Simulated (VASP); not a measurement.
CsAg3O2: single point with PBE

CsAg3O2:

```
Cs Ag O
1.0
     6.00276    0.00000    0.00000
    -3.00138    5.19854    0.00000
     0.00000    0.00000    3.52688
Cs Ag O
1 3 2
Cartesian
  0.0000 0.0000 0.0000
  -1.5007 2.5993 1.7634
  1.5007 2.5993 1.7634
  3.0014 0.0000 1.7634
  3.0014 1.7328 0.0000
  0.0000 3.4657 0.0000
```

```yaml
Program: VASP 6.6.1
Task: single point
Functional: PBE
Potentials_or_basis: VASP PAW PBE potentials, release 64 (Cs_sv, Ag, O)
Cutoff: 520 eV
k_mesh: 6 × 6 × 10
Occupations: gaussian, width 0.1 eV
Spin: no spin polarisation
```

```
Pressure               : 0.0 GPa
Band gap on the k mesh : zero (band 27 reaches 5.14 eV, above the bottom of band 28 at 5.06 eV)
```

Levels at points of the mesh, in eV from the Fermi level:
| k point | band 23 | band 24 | band 25 | band 26 | band 27 | band 28 | band 29 | band 30 | band 31 | band 32 |
| --- | --- | --- | --- | --- | --- | --- | --- | --- | --- | --- |
| (0.00, 0.00, 0.00) | -2.09 | -2.09 | -1.44 | -1.39 | -1.39 | 0.47 | 3.08 | 4.18 | 4.18 | 4.40 |
| (0.50, 0.00, 0.00) | -1.86 | -1.66 | -1.58 | -0.97 | -0.17 | 0.79 | 0.98 | 1.71 | 4.07 | 4.16 |
| (0.00, 0.00, 0.50) | -2.56 | -2.55 | -2.50 | -0.04 | -0.04 | 0.83 | 0.83 | 3.28 | 3.55 | 4.48 |
| (0.50, 0.00, 0.50) | -2.51 | -2.35 | -1.54 | -0.87 | -0.13 | 1.05 | 2.18 | 2.61 | 4.75 | 5.41 |

Wall time 72 s on 1 thread of Intel(R) Xeon(R) Platinum 8559C (Emerald Rapids) (shared host), peak memory 0.31 GiB.

Caveat: spin-orbit coupling is left out, which moves the levels of the heavy elements.
